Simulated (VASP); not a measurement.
# Si4Mo2C in VASP: notebook, part 2 of 2

VASP 6.6.1.

### 3 Single point, PBE

The input, INCAR:

```
SYSTEM = Si4Mo2C
ALGO = Normal
DIPOL = 0.5 0.5 0.362
EDIFF = 1E-6
ENCUT = 520
GGA = PE
IDIPOL = 3
ISIF = 2
ISMEAR = 0
LASPH = .True.
LCHARG = .False.
LDIPOL = .True.
LREAL = .False.
LWAVE = .False.
NBANDS = 33
NELM = 60
PREC = Accurate
SIGMA = 0.1
```

The input, KPOINTS:

```
k-points
0
Gamma
  8 8 1
  0 0 0
```

The input, POSCAR:

```
Si4Mo2C
1.0
    3.2169717285      0.0000000000      0.0000000000
    0.0000000000      3.2169717285      0.0000000000
    0.0000000000      0.0000000000     21.8787970046
Si Mo C
4 2 1
Direct
    0.0000000000      0.0000000000      0.1828254085
    0.0000000000      0.0000000000      0.3015081460
    0.5000000000      0.5000000000      0.3593659936
    0.5000000000      0.5000000000      0.4743769505
    0.5000000000      0.5000000000      0.2421667772
    0.0000000000      0.0000000000      0.4192862006
    0.6250000000      0.6250000000      0.5540506066
```

Potentials or basis: VASP PAW PBE potentials, release 64 (Si, Mo_sv, C).

On the command line:

```console
cat potpaw_PBE.64/Si/POTCAR potpaw_PBE.64/Mo_sv/POTCAR potpaw_PBE.64/C/POTCAR > POTCAR
mpirun -np 1 vasp_std > vasp.out
```

OUTCAR:

```text
SYSTEM = Si4Mo2C
   EDIFF = 1E-6
   ENCUT = 520
   GGA = PE
   ISIF = 2
   ISMEAR = 0
   LASPH = .True.
   LREAL = .False.
   NELM = 60
   PREC = Accurate

 ion  position               nearest neighbor table
   1  0.000  0.000  0.183-   2 2.60   5 2.62   5 2.62   5 2.62   5 2.62
   2  0.000  0.000  0.302-   6 2.58   1 2.60   3 2.60   3 2.60   3 2.60   3 2.60   5 2.62   5 2.62
                             5 2.62   5 2.62
   3  0.500  0.500  0.359-   4 2.52   5 2.56   2 2.60   2 2.60   2 2.60   2 2.60   6 2.63   6 2.63
                             6 2.63   6 2.63
   4  0.500  0.500  0.474-   7 1.83   3 2.52   6 2.57   6 2.57   6 2.57   6 2.57
   5  0.500  0.500  0.242-   3 2.56   1 2.62   1 2.62   1 2.62   1 2.62   2 2.62   2 2.62   2 2.62
                             2 2.62
   6  0.000  0.000  0.419-   4 2.57   4 2.57   4 2.57   4 2.57   2 2.58   3 2.63   3 2.63   3 2.63
                             3 2.63
   7  0.625  0.625  0.554-   4 1.83

  LATTYP: Found a simple tetragonal cell.
 ALAT       =     3.2169717285
 C/A-ratio  =     6.8010535532

  Lattice vectors:

 A1 = (   3.2169717285,   0.0000000000,   0.0000000000)
 A2 = (   0.0000000000,   3.2169717285,   0.0000000000)
 A3 = (   0.0000000000,   0.0000000000,  21.8787970046)

Analysis of symmetry for initial positions (statically):
=====================================================================
 Subroutine PRICEL returns:
 Original cell was already a primitive cell.

 Routine SETGRP: Setting up the symmetry group for a
 simple tetragonal supercell.

 Subroutine GETGRP returns: Found  2 space group operations
 (whereof  2 operations were pure point group operations)
 out of a pool of 16 trial point group operations.

The static configuration has the point symmetry C_1h.

Analysis of symmetry for dynamics (positions and initial velocities):
=====================================================================
 Subroutine PRICEL returns:
 Original cell was already a primitive cell.

 Routine SETGRP: Setting up the symmetry group for a
 simple tetragonal supercell.

 Subroutine GETGRP returns: Found  2 space group operations
 (whereof  2 operations were pure point group operations)
 out of a pool of 16 trial point group operations.

The dynamic configuration has the point symmetry C_1h.

 Subroutine INISYM returns: Found  2 space group operations
 (whereof  2 operations are pure point group operations),
 and found     1 'primitive' translations

----------------------------------------------------------------------------------------

                                     Primitive cell

  volume of cell :     226.4216

  direct lattice vectors                    reciprocal lattice vectors
     3.216971728  0.000000000  0.000000000     0.310851349  0.000000000  0.000000000
     0.000000000  3.216971728  0.000000000     0.000000000  0.310851349  0.000000000
     0.000000000  0.000000000 21.878797005     0.000000000  0.000000000  0.045706352

  length of vectors
     3.216971728  3.216971728 21.878797005     0.310851349  0.310851349  0.045706352

  position of ions in fractional coordinates (direct lattice)
     0.000000000  0.000000000  0.182825409
[... 66 lines left out ...]
   k-points           NKPTS =     21   k-points in BZ     NKDIM =     21   number of bands    NBANDS=     33
   number of dos      NEDOS =    301   number of ions     NIONS =      7
   total plane-waves  NPLWV =  96768
   dimension x,y,z NGX =    24 NGY =   24 NGZ =  168
   dimension x,y,z NGXF=    48 NGYF=   48 NGZF=  336
   ions per type =               4   2   1
   NGX,Y,Z   is equivalent  to a cutoff of  12.40, 12.40, 12.77 a.u.
   NGXF,Y,Z  is equivalent  to a cutoff of  24.81, 24.81, 25.53 a.u.
 SYSTEM =  Si4Mo2C
   PREC   = accura    normal or accurate (medium, high low for compatibility)
   ISTART =      0    job   : 0-new  1-cont  2-samecut
   ICHARG =      2    charge: 1-file 2-atom 10-const
   ISPIN  =      1    spin polarized calculation?
   LNONCOLLINEAR =      F non collinear calculations
   LSORBIT =      F    spin-orbit coupling
   LASPH  =      T    aspherical Exc in radial PAW
   ENCUT  =  520.0 eV  38.22 Ry    6.18 a.u.   5.98  5.98 40.68*2*pi/ulx,y,z
   NELM   =     60;   NELMIN=  2; NELMDL= -5     # of ELM steps
   EDIFF  = 0.1E-05   stopping-criterion for ELM
   LREAL  =      F    real-space projection
   EDIFFG = 0.1E-04   stopping-criterion for IOM
   NSW    =      0    number of steps for IOM
   IBRION =     -1    ionic relax: 0-MD 1-quasi-New 2-CG
   NFREE  =      0    steps in history (QN), initial steepest desc. (CG)
   ISIF   =      2    stress and relaxation
   ISYM   =      2    0-nonsym 1-usesym 2-fastsym
   POTIM  = 0.5000    time-step for ionic-motion
   TEBEG  =    0.0;   TEEND  =   0.0 temperature during run
   PSTRESS=    0.0 pullay stress
   NELECT =      48.0000    total number of electrons
   NUPDOWN=      -1.0000    fix difference up-down
   EMIN   =  10.00;   EMAX   =-10.00  energy-range for DOS
   EFERMI =   0.00;   METHOD = LEGACY
   ISMEAR =     0;   SIGMA  =   0.10  broadening in eV -4-tet -1-fermi 0-gaus
   EFERMI_NEDOS =   21; number of points for ismear=-14 and -15
   IALGO  =     38    algorithm
   IMIX   =      4    mixing-type and parameters
     AMIX     =   0.40;   BMIX     =  1.00
     AMIX_MAG =   1.60;   BMIX_MAG =  1.00
  volume/ion in A,a.u.               =      32.35       218.28
  Fermi-wavevector in a.u.,A,eV,Ry     =   0.976149  1.844653 12.964530  0.952866
  Thomas-Fermi vector in A             =   2.106744
   LORBIT       =      0    0 simple, 1 ext, 2 COOP (PROOUT), +10 PAW based schemes
   GGA     = PE    functional components
   LHFCALC =     F    Hartree Fock is set to
   AEXX    =    0.0000 exact exchange contribution
   IVDW    =     0    specifies the selected vdW correction
   LEPSILON=     F    determine dielectric tensor
   LRPA    =     F    only Hartree local field effects (RPA)
 non-spin polarized calculation
 Gauss-broadening in eV      SIGMA  =   0.10
  energy-cutoff  :      520.00
  volume of cell :      226.42
 maximum number of plane-waves:      6156
   NGX = 11   NGY = 11   NGZ = 81

 dipolmoment           0.000000      0.000000     -0.017357 electrons x Angstroem

 number of electron      48.0000006 magnetization

 dipolmoment           0.000000      0.000000      0.163583 electrons x Angstroem

 Free energy of the ion-electron system (eV)
  ---------------------------------------------------
  ext. energy  EPLUGINS =         0.00000000
  ---------------------------------------------------
  free energy    TOTEN  =       -48.27512473 eV

  energy without entropy =      -48.25602806  energy(sigma->0) =      -48.26557640

 E-fermi :   0.8503     XC(G=0):  -5.9104

 val. band max:        0.8477809949   @ k =   0.3750   0.0000   0.0000
 cond. band min:       0.8630357624   @ k =   0.5000   0.5000   0.0000
 fundamental gap:      0.0152547675
 Fermi energy:         0.8502608945

 k-point     1 :       0.0000    0.0000    0.0000
  band No.  band energies     occupation
      1     -59.6160      2.00000
      2     -59.5933      2.00000
      3     -33.7657      2.00000
      4     -33.7273      2.00000
      5     -33.6851      2.00000
      6     -33.6847      2.00000
[... 745 lines left out ...]
     32       4.9942      0.00000
     33       5.2819      0.00000

------------------------ aborting loop because EDIFF is reached ----------------------------------------

 vacuum level on the upper side and lower side of the slab       (xc-potential included)         1.222        -1.549

  FORCE on cell =-STRESS in cart. coord.  units (eV):
  Direction    XX          YY          ZZ          XY          YZ          ZX
  --------------------------------------------------------------------------------------
  -------------------------------------------------------------------------------------
  Total       -1.5751377     -1.5751377      0.0406956      0.0225567      0.1971006      0.1970779
  in kB      -11.1457986    -11.1457986      0.2879651      0.1596133      1.3946993      1.3945388
  external PRESSURE =      -7.3345441 kB  Pullay stress =       0.0000000 kB

 VOLUME and BASIS-vectors are now :
 -----------------------------------------------------------------------------
  energy-cutoff  :      520.00
  volume of cell :      226.42
      direct lattice vectors                 reciprocal lattice vectors
     3.216971728  0.000000000  0.000000000     0.310851349  0.000000000  0.000000000
     0.000000000  3.216971728  0.000000000     0.000000000  0.310851349  0.000000000
     0.000000000  0.000000000 21.878797005     0.000000000  0.000000000  0.045706352

 POSITION                                       TOTAL-FORCE (eV/Angst)
 -----------------------------------------------------------------------------------
      0.00000      0.00000      4.00000        -0.004965     -0.004965      0.566235
      0.00000      0.00000      6.59664         0.017314      0.017314     -0.344817
      1.60849      1.60849      7.86250        -0.040977     -0.040977     -0.094838
      1.60849      1.60849     10.37880        -0.313996     -0.313996      0.571565
      1.60849      1.60849      5.29832         0.020211      0.020211     -0.317166
      0.00000      0.00000      9.17348         0.112422      0.112422     -0.399896
      2.01061      2.01061     12.12196         0.209990      0.209990      0.018916
 -----------------------------------------------------------------------------------
    total drift:                               -0.000036     -0.000036      0.000338

  FREE ENERGIE OF THE ION-ELECTRON SYSTEM (eV)
  ---------------------------------------------------
  free  energy   TOTEN  =       -48.2751247316 eV

  energy  without entropy=      -48.2560280596  energy(sigma->0) =      -48.26557640

 vacuum level on the upper side and lower side of the slab         8.201         5.369
```

Run time: 7.3 min. Hardware: 1 thread of AMD EPYC 7R43 (Zen 3), shared host; peak memory 0.34 GiB.

Results:

- Free energy: -48.2751 eV
- Largest force: 0.724 eV/Å
- Band gap on the k mesh: zero (bands 24 and 25 overlap by 0.86 eV)

Forces in eV/Å, atoms in the order of the input:
```
Si  -0.005 -0.005  0.566
Si   0.017  0.017 -0.345
Si  -0.041 -0.041 -0.095
Si  -0.314 -0.314  0.572
Mo   0.020  0.020 -0.317
Mo   0.112  0.112 -0.400
C    0.210  0.210  0.019
```

### 4 Single point, PBE

The input, INCAR:

```
SYSTEM = Si4Mo2C
  PREC = Accurate
  ENCUT = 520
  EDIFF = 1E-6
  ISMEAR = 0
  SIGMA = 0.1
  LREAL = .FALSE.
  LASPH = .TRUE.
  NELM = 100
  ALGO = Normal
  ISIF = 2
  LWAVE = .FALSE.
  LCHARG = .FALSE.
  LDIPOL = .TRUE.
  IDIPOL = 3
  DIPOL = 0.5 0.5 0.355
  GGA = PE
  NBANDS = 33
```

The input, KPOINTS:

```
regular mesh
0
G
  8 8 1
  0 0 0
```

Changes to POSCAR since step 3:

```diff
@@ -14,2 +14,2 @@
     0.0000000000      0.0000000000      0.4192862006
-    0.6250000000      0.6250000000      0.5540506066
+    0.8750000000      0.8750000000      0.5084148260
```

On the command line:

```console
cat potpaw_PBE.64/Si/POTCAR potpaw_PBE.64/Mo_sv/POTCAR potpaw_PBE.64/C/POTCAR > POTCAR
mpirun -np 1 vasp_std > vasp.out
```

It took 7.9 min on 1 thread of AMD EPYC 7R43 (Zen 3), shared host; peak memory 0.33 GiB.

It converged, with:

```yaml
Free_energy: -49.5737 eV
Largest_force: 2.339 eV/Å
Band_gap_on_the_k_mesh: zero (bands 24 and 25 overlap by 0.12 eV)
```

Forces in eV/Å, atoms in the order of the input:
```
Si   0.044  0.044  0.591
Si  -0.006 -0.006 -1.229
Si   0.097  0.097 -0.974
Si  -0.360 -0.360  2.283
Mo  -0.019 -0.019 -0.206
Mo  -0.115 -0.115 -0.480
C    0.359  0.359  0.015
```

Levels at points of the mesh, in eV from the Fermi level:
| k point | band 21 | band 22 | band 23 | band 24 | band 25 | band 26 | band 27 | band 28 |
| --- | --- | --- | --- | --- | --- | --- | --- | --- |
| (0.00, 0.00, 0.00) | -1.54 | -0.39 | 0.01 | 0.09 | 0.37 | 0.60 | 1.02 | 1.72 |
| (0.50, 0.00, 0.00) | -1.81 | -1.66 | -0.46 | -0.30 | -0.03 | 0.57 | 1.85 | 2.33 |
| (0.50, 0.50, 0.00) | -1.95 | -1.89 | -1.77 | -0.66 | 0.90 | 1.24 | 1.88 | 2.41 |

### 5 Overview

| cell | gap on the mesh (eV) | largest force (eV/Å) |
| --- | --- | --- |
| as given, atomic positions A | none | 1.41 |
| as given, atomic positions B | none | 0.72 |
| as given, atomic positions C | none | 2.34 |

Alike in all rows: task single point; level PBE; potentials or basis VASP PAW PBE potentials, release 64 (Si, Mo_sv, C); no spin polarisation; k mesh 8 × 8 × 1; cutoff (eV) 520; smearing gaussian 0.1 eV.

Absolute energies hang on the potentials; compare differences alone.

The gap in the log of VASP goes by the Fermi energy; the results here count the filled bands.